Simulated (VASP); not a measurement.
Runs of VASP 6.6.1 on BN. The structure is that of space group P6_3mc (No. 186), or close to it. The cells are those of the table. 

| task | level | cell | k mesh | smearing | gap on the mesh (eV) | pressure (GPa) |
| --- | --- | --- | --- | --- | --- | --- |
| single point | r2SCAN | a = 2.493, b = 2.493, c = 4.124 Å, angles 90.0, 90.0, 120.0°, 4 atoms | 12 × 12 × 6 | gaussian 0.01 eV | 5.59 | 27.9 |
| single point | PBE | a = 2.569, b = 2.569, c = 4.250 Å, angles 90.0, 90.0, 120.0°, 4 atoms | 12 × 12 × 6 | fermi-dirac 0.02 eV | 5.25 | -6.1 |
| single point | r2SCAN | a = 2.468, b = 2.468, c = 4.082 Å, angles 90.0, 90.0, 120.0°, 4 atoms | 12 × 12 × 6 | gaussian 0.01 eV | 5.52 | 43.7 |
| single point | r2SCAN | a = 2.620, b = 2.620, c = 4.334 Å, angles 90.0, 90.0, 120.0°, 4 atoms | 12 × 12 × 6 | gaussian 0.01 eV | (a) | (b) |
| dielectric tensor | r2SCAN | a = 2.442, b = 2.442, c = 4.040 Å, angles 90.0, 90.0, 120.0°, 4 atoms | 9 × 9 × 6 | gaussian 0.01 eV | 5.45 | - |

Alike in all rows: potentials or basis VASP PAW PBE potentials, release 64 (B, N); no spin polarisation; cutoff (eV) 520.

Fill in the values left out.

(a) 5.87; (b) -28.7.

Caveats: the PAW data sets were made with another functional, which shifts forces and pressure a little (at least some runs); the cell stands under pressure (at least some runs); the cell stands under tension (at least some runs); an odd mesh through Γ misses points on the zone boundary, where band edges can lie (at least some runs).
